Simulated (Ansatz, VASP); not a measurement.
# One calculation of CaO, two programs

```
Ca O
1.0
     0.00000    2.43519    2.43519
     2.43519    0.00000    2.43519
     2.43519    2.43519    0.00000
Ca O
1 1
Direct
  0.00000 0.00000 0.00000
  0.50000 0.50000 0.50000
```

Alike in both runs: task single point; functional PBEsol; k mesh 10 × 10 × 10; occupations fermi-dirac, width 0.05 eV; no spin polarisation.

|  | VASP | Ansatz |
| --- | --- | --- |
| version | VASP 6.6.1 | Ansatz 0.2.0 |
| potentials or method | VASP PAW PBE potentials, release 64 (Ca_sv, O) | Ansatz PAW |
| plane-wave cutoff (eV) | 520 | 420 |
| valence electrons in the cell | 16 | 16 |

|  | VASP | Ansatz | Ansatz less VASP |
| --- | --- | --- | --- |
| gap on the k mesh at the Fermi level (eV) | 3.55 | 3.57 | +0.018 |
| least direct gap on the mesh (eV) | 3.93 | 3.95 | +0.019 |
| pressure (GPa) | -6.0 | -6.5 | -0.48 |

VASP's potentials were made for PBE, not for PBEsol.
